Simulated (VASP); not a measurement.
# Li3ScCl3 (P6_3mc) in VASP: further runs

Li3ScCl3 is run at these levels: PBE; tasks: relaxation of cell and atoms, single point.

All numbers are computed with VASP 6.6.1; they aren't measurements. Logs are shortened: lines on timing, memory, paths and dates and some standing lists are left out, and cuts for length are marked.

## (1) The cell of the first run

It takes space group P6_3mc (No. 186, hexagonal). The conventional cell has a = 3.506 Å, b = 3.506 Å, c = 17.185 Å, α = 90.00°, β = 90.00°, γ = 120.00°. Li (site symmetry 3m) has 4 Cl at 2.15 Å and 3 Sc at 2.29 Å within 2.8 Å. Within 2.8 Å of Li (site symmetry 3m) lie 4 Cl at 2.15 Å. Li (site symmetry 3m) has 4 Cl at 2.15 Å and 3 Sc at 2.70 Å within 2.8 Å. Sc (site symmetry 3m) has 6 Li at 2.29 to 2.70 Å and 6 Cl at 2.29 to 2.70 Å within 3.0 Å. Within 2.8 Å of Cl (site symmetry 3m) lie 4 Li at 2.15 Å and 3 Sc at 2.29 Å. Cl (site symmetry 3m) has 4 Li at 2.15 Å and 3 Sc at 2.70 Å within 2.8 Å. Cl (site symmetry 3m) has 4 Li at 2.15 Å within 2.8 Å.

The cell was generated, and may not be a known phase.

## (2) Relaxation of cell and atoms, PBE

INCAR

```
SYSTEM = Li3ScCl3
PREC = Accurate ; ENCUT = 600
EDIFF = 1E-6 ; ISMEAR = 0
SIGMA = 0.1 ; LREAL = .False.
LASPH = .True. ; NELM = 60
ALGO = Normal ; ISIF = 3
LWAVE = .False. ; LCHARG = .False.
GGA = PE ; IBRION = 2
NSW = 90 ; EDIFFG = -0.04
```

KPOINTS

```
regular mesh
0
Gamma
  6 6 1
  0 0 0
```

POSCAR

```
Li3ScCl3
1.0
    3.5060992000      0.0000000000      0.0000000000
   -1.7530496000      3.0363709800      0.0000000000
    0.0000000000      0.0000000000     17.1849809600
Li Sc Cl
6 2 6
Direct
    0.0000000000      0.0000000000      0.8125000000
    0.0000000000      0.0000000000      0.3125000000
    0.3333333300      0.6666666700      0.9792000100
    0.6666666700      0.3333333300      0.4792000100
    0.3333333300      0.6666666700      0.6457999900
    0.6666666700      0.3333333300      0.1457999900
    0.3333333300      0.6666666700      0.2500000000
    0.6666666700      0.3333333300      0.7500000000
    0.0000000000      0.0000000000      0.6875000000
    0.0000000000      0.0000000000      0.1875000000
    0.3333333300      0.6666666700      0.8542000100
    0.6666666700      0.3333333300      0.3542000100
    0.3333333300      0.6666666700      0.5207999900
    0.6666666700      0.3333333300      0.0207999900
```

Potentials or basis: VASP PAW PBE potentials, release 64 (Li_sv, Sc_sv, Cl).

Command:

```sh
> cat potpaw_PBE.64/Li_sv/POTCAR potpaw_PBE.64/Sc_sv/POTCAR potpaw_PBE.64/Cl/POTCAR > POTCAR
> mpirun -np 1 vasp_std > vasp.out
```

OUTCAR:

```text
SYSTEM = Li3ScCl3
   PREC = Accurate
   ENCUT = 600
   EDIFF = 1E-6
   ISMEAR = 0
   LREAL = .False.
   LASPH = .True.
   NELM = 60
   ISIF = 3
   GGA = PE
   IBRION = 2
   NSW = 90
   EDIFFG = -0.04

 ion  position               nearest neighbor table
   1  0.000  0.000  0.812-  11 2.15  11 2.15  11 2.15   9 2.15   8 2.29   8 2.29   8 2.29
   2  0.000  0.000  0.312-  12 2.15  12 2.15  12 2.15  10 2.15   7 2.29   7 2.29   7 2.29
   3  0.333  0.667  0.979-  14 2.15  14 2.15  14 2.15  11 2.15
   4  0.667  0.333  0.479-  13 2.15  13 2.15  13 2.15  12 2.15
   5  0.333  0.667  0.646-   9 2.15   9 2.15   9 2.15  13 2.15   8 2.70   8 2.70   8 2.70
   6  0.667  0.333  0.146-  10 2.15  10 2.15  10 2.15  14 2.15   7 2.70   7 2.70   7 2.70
   7  0.333  0.667  0.250-   2 2.29  10 2.29   2 2.29  10 2.29   2 2.29  10 2.29   6 2.70  12 2.70
                             6 2.70  12 2.70   6 2.70  12 2.70
   8  0.667  0.333  0.750-   1 2.29   9 2.29   1 2.29   9 2.29   1 2.29   9 2.29   5 2.70  11 2.70
                             5 2.70  11 2.70   5 2.70  11 2.70
   9  0.000  0.000  0.688-   5 2.15   5 2.15   5 2.15   1 2.15   8 2.29   8 2.29   8 2.29
  10  0.000  0.000  0.188-   6 2.15   6 2.15   6 2.15   2 2.15   7 2.29   7 2.29   7 2.29
  11  0.333  0.667  0.854-   1 2.15   1 2.15   1 2.15   3 2.15   8 2.70   8 2.70   8 2.70
  12  0.667  0.333  0.354-   2 2.15   2 2.15   2 2.15   4 2.15   7 2.70   7 2.70   7 2.70
  13  0.333  0.667  0.521-   4 2.15   4 2.15   4 2.15   5 2.15
  14  0.667  0.333  0.021-   3 2.15   3 2.15   3 2.15   6 2.15

  LATTYP: Found a hexagonal cell.
 ALAT       =     3.5060992000
 C/A-ratio  =     4.9014531477

  Lattice vectors:

 A1 = (   3.5060992000,   0.0000000000,   0.0000000000)
 A2 = (  -1.7530496000,   3.0363709800,   0.0000000000)
 A3 = (   0.0000000000,   0.0000000000,  17.1849809600)

Analysis of symmetry for initial positions (statically):
=====================================================================
 Subroutine PRICEL returns:
 Original cell was already a primitive cell.

 Routine SETGRP: Setting up the symmetry group for a
 hexagonal supercell.

 Subroutine GETGRP returns: Found 12 space group operations
 (whereof  6 operations were pure point group operations)
 out of a pool of 24 trial point group operations.

The static configuration has the point symmetry C_3v.
 The point group associated with its full space group is C_6v.

Analysis of symmetry for dynamics (positions and initial velocities):
=====================================================================
 Subroutine PRICEL returns:
 Original cell was already a primitive cell.

 Routine SETGRP: Setting up the symmetry group for a
 hexagonal supercell.

 Subroutine GETGRP returns: Found 12 space group operations
 (whereof  6 operations were pure point group operations)
 out of a pool of 24 trial point group operations.

The dynamic configuration has the point symmetry C_3v.
 The point group associated with its full space group is C_6v.

 Subroutine INISYM returns: Found 12 space group operations
 (whereof  6 operations are pure point group operations),
 and found     1 'primitive' translations

----------------------------------------------------------------------------------------

                                     Primitive cell

  volume of cell :     182.9482

  direct lattice vectors                    reciprocal lattice vectors
     3.506099200  0.000000000  0.000000000     0.285217258  0.164670260  0.000000000
    -1.753049600  3.036370980  0.000000000     0.000000000  0.329340521  0.000000000
     0.000000000  0.000000000 17.184980960     0.000000000  0.000000000  0.058190347

  length of vectors
     3.506099200  3.506099204 17.184980960     0.329340521  0.329340521  0.058190347

  position of ions in fractional coordinates (direct lattice)
     0.000000000  0.000000000  0.812500000
     0.000000000  0.000000000  0.312500000
     0.333333330  0.666666670  0.979200010
     0.666666670  0.333333330  0.479200010
     0.333333330  0.666666670  0.645799990
     0.666666670  0.333333330  0.145799990
     0.333333330  0.666666670  0.250000000
     0.666666670  0.333333330  0.750000000
     0.000000000  0.000000000  0.687500000
     0.000000000  0.000000000  0.187500000
     0.333333330  0.666666670  0.854200010
     0.666666670  0.333333330  0.354200010
     0.333333330  0.666666670  0.520799990
     0.666666670  0.333333330  0.020799990

  ion indices of the primitive-cell ions
   primitive index   ion index
                 1           1
                 2           2
                 3           3
                 4           4
                 5           5
                 6           6
                 7           7
                 8           8
                 9           9
                10          10
                11          11
                12          12
                13          13
                14          14

----------------------------------------------------------------------------------------

 KPOINTS: regular mesh

Automatic generation of k-mesh.
 Grid dimensions read from file:
 generate k-points for:    6    6    1

 Generating k-lattice:

  Cartesian coordinates                     Fractional coordinates (reciprocal lattice)
     0.047536210  0.027445043  0.000000000     0.166666667  0.000000000  0.000000000
     0.000000000  0.054890087  0.000000000     0.000000000  0.166666667  0.000000000
     0.000000000  0.000000000  0.058190347     0.000000000  0.000000000  1.000000000

  Length of vectors
     0.054890087  0.054890087  0.058190347

  Shift w.r.t. Gamma in fractional coordinates (k-lattice)
     0.000000000  0.000000000  0.000000000

 Subroutine IBZKPT returns following result:
 ===========================================

 Found      7 irreducible k-points:

 Following reciprocal coordinates:
            Coordinates               Weight
  0.000000  0.000000  0.000000      1.000000
  0.166667  0.000000  0.000000      6.000000
  0.333333 -0.000000  0.000000      6.000000
  0.500000 -0.000000  0.000000      3.000000
  0.166667  0.166667  0.000000      6.000000
  0.333333  0.166667  0.000000     12.000000
  0.333333  0.333333  0.000000      2.000000
   k-points           NKPTS =      7   k-points in BZ     NKDIM =      7   number of bands    NBANDS=     49
   number of dos      NEDOS =    301   number of ions     NIONS =     14
   total plane-waves  NPLWV = 109760
   dimension x,y,z NGX =    28 NGY =   28 NGZ =  140
   dimension x,y,z NGXF=    56 NGYF=   56 NGZF=  280
   ions per type =               6   2   6
   NGX,Y,Z   is equivalent  to a cutoff of  13.28, 13.28, 13.54 a.u.
   NGXF,Y,Z  is equivalent  to a cutoff of  26.55, 26.55, 27.09 a.u.
 SYSTEM =  Li3ScCl3
   PREC   = accura    normal or accurate (medium, high low for compatibility)
   ISTART =      0    job   : 0-new  1-cont  2-samecut
   ICHARG =      2    charge: 1-file 2-atom 10-const
   ISPIN  =      1    spin polarized calculation?
   LNONCOLLINEAR =      F non collinear calculations
   LSORBIT =      F    spin-orbit coupling
   LASPH  =      T    aspherical Exc in radial PAW
   ENCUT  =  600.0 eV  44.10 Ry    6.64 a.u.   7.00  7.00 34.32*2*pi/ulx,y,z
   NELM   =     60;   NELMIN=  2; NELMDL= -5     # of ELM steps
   EDIFF  = 0.1E-05   stopping-criterion for ELM
   LREAL  =      F    real-space projection
   EDIFFG = -.4E-01   stopping-criterion for IOM
   NSW    =     90    number of steps for IOM
   IBRION =      2    ionic relax: 0-MD 1-quasi-New 2-CG
   NFREE  =      1    steps in history (QN), initial steepest desc. (CG)
   ISIF   =      3    stress and relaxation
   ISYM   =      2    0-nonsym 1-usesym 2-fastsym
   POTIM  = 0.5000    time-step for ionic-motion
   TEBEG  =    0.0;   TEEND  =   0.0 temperature during run
   PSTRESS=    0.0 pullay stress
   NELECT =      82.0000    total number of electrons
   NUPDOWN=      -1.0000    fix difference up-down
   EMIN   =  10.00;   EMAX   =-10.00  energy-range for DOS
   EFERMI =   0.00;   METHOD = LEGACY
   ISMEAR =     0;   SIGMA  =   0.10  broadening in eV -4-tet -1-fermi 0-gaus
   EFERMI_NEDOS =   21; number of points for ismear=-14 and -15
   IALGO  =     38    algorithm
   IMIX   =      4    mixing-type and parameters
     AMIX     =   0.40;   BMIX     =  1.00
     AMIX_MAG =   1.60;   BMIX_MAG =  1.00
  volume/ion in A,a.u.               =      13.07        88.19
  Fermi-wavevector in a.u.,A,eV,Ry     =   1.252863  2.367567 21.356582  1.569665
  Thomas-Fermi vector in A             =   2.386743
   LORBIT       =      0    0 simple, 1 ext, 2 COOP (PROOUT), +10 PAW based schemes
   GGA     = PE    functional components
   LHFCALC =     F    Hartree Fock is set to
   AEXX    =    0.0000 exact exchange contribution
   IVDW    =     0    specifies the selected vdW correction
   LEPSILON=     F    determine dielectric tensor
   LRPA    =     F    only Hartree local field effects (RPA)
 conjugate gradient relaxation of ions
 non-spin polarized calculation
 Gauss-broadening in eV      SIGMA  =   0.10
  energy-cutoff  :      600.00
  volume of cell :      182.95
 maximum number of plane-waves:      6135
 NGX is ok and might be reduce to    28
   NGX = 13   NGY = 13   NGZ = 69

--------------------------------------- Ionic step        1  -------------------------------------------

 number of electron      81.9999994 magnetization

 Free energy of the ion-electron system (eV)
  ---------------------------------------------------
  ext. energy  EPLUGINS =         0.00000000
  ---------------------------------------------------
  free energy    TOTEN  =       -41.58949850 eV

  energy without entropy =      -41.56372067  energy(sigma->0) =      -41.57660958

 E-fermi :   8.6990     XC(G=0): -10.1484

 val. band max:        8.6944896944   @ k =   0.0000   0.0000   0.0000
 cond. band min:       8.7506828712   @ k =   0.3333   0.1667   0.0000
 fundamental gap:      0.0561931768
 Fermi energy:         8.6989882205

 k-point     1 :       0.0000    0.0000    0.0000
  band No.  band energies     occupation
      1     -40.8390      2.00000
      2     -40.8390      2.00000
      3     -40.3492      2.00000
      4     -40.3492      2.00000
      5     -39.8247      2.00000
      6     -39.8246      2.00000
[... 400 lines left out ...]
--------------------------------------- Ionic step        2  -------------------------------------------

 number of electron      82.0000001 magnetization

 E-fermi :   5.7783     XC(G=0):  -8.7384

 val. band max:        5.7725831772   @ k =   0.3333   0.3333   0.0000
 cond. band min:       5.8105107565   @ k =   0.3333   0.3333   0.0000
 fundamental gap:      0.0379275793
 Fermi energy:         5.7782500468

 k-point     1 :       0.0000    0.0000    0.0000
  band No.  band energies     occupation
      1     -44.0802      2.00000
      2     -44.0802      2.00000
      3     -43.0305      2.00000
      4     -43.0305      2.00000
      5     -42.8424      2.00000
      6     -42.8424      2.00000
[... 442 lines left out ...]
  FREE ENERGIE OF THE ION-ELECTRON SYSTEM (eV)
  ---------------------------------------------------
  free  energy   TOTEN  =       -47.8197458281 eV

  energy  without entropy=      -47.7766113912  energy(sigma->0) =      -47.79817861

[... ionic steps 4 to 25 ...]

--------------------------------------- Ionic step       26  -------------------------------------------

 number of electron      81.9999985 magnetization

------------------------ aborting loop because EDIFF is reached ----------------------------------------
[... 91 lines left out ...]
--------------------------------------- Ionic step       28  -------------------------------------------

 number of electron      81.9999995 magnetization

 Free energy of the ion-electron system (eV)
  ---------------------------------------------------
  ext. energy  EPLUGINS =         0.00000000
  ---------------------------------------------------
  free energy    TOTEN  =       -52.45151992 eV

  energy without entropy =      -52.38751083  energy(sigma->0) =      -52.41951537

 E-fermi :   4.1753     XC(G=0):  -8.4275

 val. band max:        4.1610435369   @ k =   0.3333   0.3333   0.0000
 cond. band min:       4.1780113679   @ k =   0.0000   0.0000   0.0000
 fundamental gap:      0.0169678310
 Fermi energy:         4.1753094884

 k-point     1 :       0.0000    0.0000    0.0000
  band No.  band energies     occupation
      1     -46.3419      2.00000
      2     -46.3419      2.00000
      3     -44.3554      2.00000
      4     -44.3547      2.00000
      5     -43.3199      2.00000
      6     -43.3192      2.00000
[... 394 lines left out ...]
  FREE ENERGIE OF THE ION-ELECTRON SYSTEM (eV)
  ---------------------------------------------------
  free  energy   TOTEN  =       -52.4515199152 eV

  energy  without entropy=      -52.3875108306  energy(sigma->0) =      -52.41951537

 reached required accuracy - stopping structural energy minimisation
```

Run time: 26 min. Hardware: 1 thread of Intel Xeon 6975P-C (Granite Rapids), shared host; peak memory 0.36 GiB.

What came out:

| Property | Result |
| --- | --- |
| Free energy | -52.4515 eV |
| Relaxed volume | 20.01 Å³/atom |
| Relaxed cell | a = 3.666 Å, b = 3.666 Å, c = 24.073 Å, α = 90.00°, β = 90.00°, γ = 120.00° |
| Space group after relaxing (to 0.1 Å) | P6_3mc (No. 186) |
| Energy gained by relaxing | 775.9 meV/atom |
| Ionic steps | 28 |
| Pressure after relaxing | 0.0 GPa |
| Largest force after relaxing | 0.021 eV/Å |
| Band gap on the k mesh | zero (bands 41 and 42 overlap by 0.34 eV) |

Forces on the atoms (eV/Å):
```
Li   0.000  0.000 -0.008
Li   0.000  0.000 -0.008
Li   0.000  0.000  0.003
Li   0.000  0.000  0.003
Li   0.000  0.000 -0.016
Li   0.000  0.000 -0.016
Sc   0.000  0.000  0.006
Sc   0.000  0.000  0.006
Cl   0.000  0.000  0.021
Cl   0.000  0.000  0.021
Cl   0.000  0.000 -0.008
Cl   0.000  0.000 -0.008
Cl   0.000  0.000  0.001
Cl   0.000  0.000  0.001
```

The path:
```
step  energy change (eV)  largest force (eV/Å)  pressure (GPa)  volume (Å³)
   1              0.0000                2.8153           29.38       182.95
   2             -6.0094                1.0245            2.99       253.99
   3             -6.2302                1.0499            1.24       267.73
   4             -6.3110                1.1219           -0.79       296.67
   5             -6.3227                1.1121           -0.34       288.33
   6             -6.7425                1.2350           -0.24       289.56
   7             -8.0746                0.8383           -0.40       292.42
   8             -9.0213                1.1632            0.23       294.57
   9             -9.0555                1.1739           -0.06       294.53
  10             -9.4871                1.0701           -0.20       295.29
  11             -9.8947                0.7500           -0.41       296.18
  12             -9.5991                1.0692           -0.27       297.00
  13             -9.9964                0.7409           -0.49       296.51
  14            -10.3756                0.7969           -0.62       293.06
  15            -10.4637                0.7372           -0.39       290.42
  16            -10.4662                0.7561           -0.46       290.87
  17            -10.6391                0.4676           -0.08       286.36
  18            -10.6872                0.3318            0.39       282.37
  19            -10.6884                0.3453            0.31       282.96
  20            -10.7539                0.2362           -0.02       284.55
  21            -10.7634                0.2953           -0.18       285.41
  22            -10.8014                0.2518           -0.16       284.21
  23            -10.8346                0.1556           -0.08       281.78
  24            -10.8478                0.1497            0.11       280.14
  25            -10.8479                0.1522            0.12       279.99
  26            -10.8587                0.0763            0.01       280.43
  27            -10.8601                0.0821           -0.04       280.65
  28            -10.8620                0.0205            0.00       280.15
```

Final structure:
```cif
data_structure
_symmetry_space_group_name_H-M 'P 1'
_symmetry_Int_Tables_number 1
_cell_length_a 3.6658
_cell_length_b 3.6658
_cell_length_c 24.0726
_cell_angle_alpha 90.000
_cell_angle_beta 90.000
_cell_angle_gamma 120.000
_cell_volume 280.15
loop_
_atom_site_label
_atom_site_type_symbol
_atom_site_fract_x
_atom_site_fract_y
_atom_site_fract_z
_atom_site_occupancy
Li1 Li 0.00000 0.00000 0.84567 1
Li2 Li 0.00000 0.00000 0.34567 1
Li3 Li 0.33333 0.66667 0.98266 1
Li4 Li 0.66667 0.33333 0.48266 1
Li5 Li 0.33333 0.66667 0.61633 1
Li6 Li 0.66667 0.33333 0.11633 1
Sc1 Sc 0.33333 0.66667 0.23615 1
Sc2 Sc 0.66667 0.33333 0.73615 1
Cl1 Cl 0.00000 0.00000 0.65692 1
Cl2 Cl 0.00000 0.00000 0.15692 1
Cl3 Cl 0.33333 0.66667 0.88921 1
Cl4 Cl 0.66667 0.33333 0.38921 1
Cl5 Cl 0.33333 0.66667 0.52306 1
Cl6 Cl 0.66667 0.33333 0.02306 1
```

Levels at points of the mesh, in eV from the Fermi level:
| k point | band 37 | band 38 | band 39 | band 40 | band 41 | band 42 | band 43 | band 44 |
| --- | --- | --- | --- | --- | --- | --- | --- | --- |
| (0.00, 0.00, 0.00) | -3.96 | -3.96 | -2.22 | -2.15 | -0.02 | 0.00 | 0.93 | 0.93 |
| (0.50, 0.00, 0.00) | -4.48 | -4.48 | -0.82 | -0.81 | 0.05 | 0.05 | 0.47 | 0.52 |

Caveat: the k points lie up to 0.33 Å⁻¹ apart in the final cell; the cutoff is under 1.25 times the usual one of these potentials, so pressure, stress and relaxed cells hold a basis-set (Pulay) error; the volume moved by over 15 % at a fixed basis, so the end points are rough.

(Part 1 of 2 ends here.)

The gap in the log of VASP goes by the Fermi energy; the results here count the filled bands.